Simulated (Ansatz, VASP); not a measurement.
**Two plane-wave programs on GaP**

File INCAR:

```
SYSTEM = GaP
PREC = Accurate ; ENCUT = 500
EDIFF = 1E-6 ; ISMEAR = -1
SIGMA = 0.05 ; LREAL = .FALSE.
LASPH = .TRUE. ; NELM = 120
ALGO = Normal ; ISIF = 2
LWAVE = .FALSE. ; LCHARG = .FALSE.
GGA = PS ; NBANDS = 16
GGA_COMPAT = .FALSE.
```

File KPOINTS:

```
regular mesh
0
G
  7 7 7
  0 0 0
```

Contents of POSCAR:

```
GaP
1.0
    0.0000000000      2.6707450000      2.7252500000
    2.6707450000      0.0000000000      2.7252500000
    2.6707450000      2.6707450000      0.0000000000
Ga P
1 1
Direct
    0.0000000000      0.0000000000      0.0000000000
    0.7500000000      0.7500000000      0.7500000000
```

File input.yaml:

```yaml
crystal:
  lattice:
    - [0.0, 2.670745, 2.72525]
    - [2.670745, 0.0, 2.72525]
    - [2.670745, 2.670745, 0.0]
  atoms:
    - { symbol: Ga, position: [0.0, 0.0, 0.0] }
    - { symbol: P, position: [0.75, 0.75, 0.75] }
hamiltonian:
  xc: pbesol
  pseudopotentials: { kind: paw }
kpoints:
  mp_grid: { grid: [7, 7, 7] }
scf:
  occupations: { method: fermi_dirac, width: 0.05 }
output:
  forces: true
  stress: true
  eigenvalues: true
```

Alike in both runs: task single point; functional PBEsol; k mesh 7 × 7 × 7; occupations fermi-dirac, width 0.05 eV; no spin polarisation.

|  | VASP | Ansatz |
| --- | --- | --- |
| version | VASP 6.6.1 | Ansatz 0.2.0 |
| potentials or method | VASP PAW PBE potentials, release 64 (Ga_d, P) | Ansatz PAW |
| plane-wave cutoff (eV) | 500 | 420 |
| valence electrons in the cell | 18 | 18 |

VASP gave:

```
gap on the k mesh at the Fermi level (eV)                     : 1.29
least direct gap on the mesh (eV)                             : 2.04
pressure (GPa)                                                : 3.0
traceless stress, the component that is largest in VASP (GPa) : -1.05
```

Problem. What did Ansatz give for the same quantities?

Solution. gap on the k mesh at the Fermi level (eV): 1.29; least direct gap on the mesh (eV): 2.03; pressure (GPa): 3.1; traceless stress, the component that is largest in VASP (GPa): -1.05.

VASP's potentials were made for PBE, not for PBEsol. With one functional, cell and mesh, what is left measures potentials, basis and numerics.

Noted on Ansatz's run: odd divisions of the mesh miss points on the zone boundary, where band edges often lie, so the gap on the mesh can be too wide.
